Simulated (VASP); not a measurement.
Runs of VASP 6.6.1 on TiAl. The structure is that of space group P-6m2 (No. 187), or close to it. The cells are those of the table. 

```tsv
cell	gap on the mesh (eV)	pressure (GPa)
a = 2.845, b = 2.845, c = 4.370 Å, angles 90.0, 90.0, 120.0°, 2 atoms	none	11.8
a = 2.809, b = 2.809, c = 4.509 Å, angles 90.0, 90.0, 120.0°, 2 atoms	none	10.1
a = 2.809, b = 2.809, c = 4.463 Å, angles 90.0, 90.0, 120.0°, 2 atoms	none	11.8
a = 2.809, b = 2.809, c = 4.555 Å, angles 90.0, 90.0, 120.0°, 2 atoms	none	(a)
a = 2.881, b = 2.881, c = 4.230 Å, angles 90.0, 90.0, 120.0°, 2 atoms	none	14.3
a = 2.737, b = 2.737, c = 4.741 Å, angles 90.0, 90.0, 120.0°, 2 atoms	none	9.5
a = 2.917, b = 2.917, c = 4.230 Å, angles 90.0, 90.0, 120.0°, 2 atoms	none	10.9
a = 2.773, b = 2.773, c = 4.555 Å, angles 90.0, 90.0, 120.0°, 2 atoms	none	(b)
```

Alike in all rows: task single point; level PBE; potentials or basis VASP PAW PBE potentials, release 64 (Ti_sv, Al); no spin polarisation; k mesh 18 × 18 × 10; cutoff (eV) 520; smearing gaussian 0.15 eV.

**Question.** Estimate the missing entries.

**Answer.** (a) 8.5; (b) 12.0.

Caveats: the cell stands under pressure.

A gap of «none» marks levels without a gap at the run's occupations.
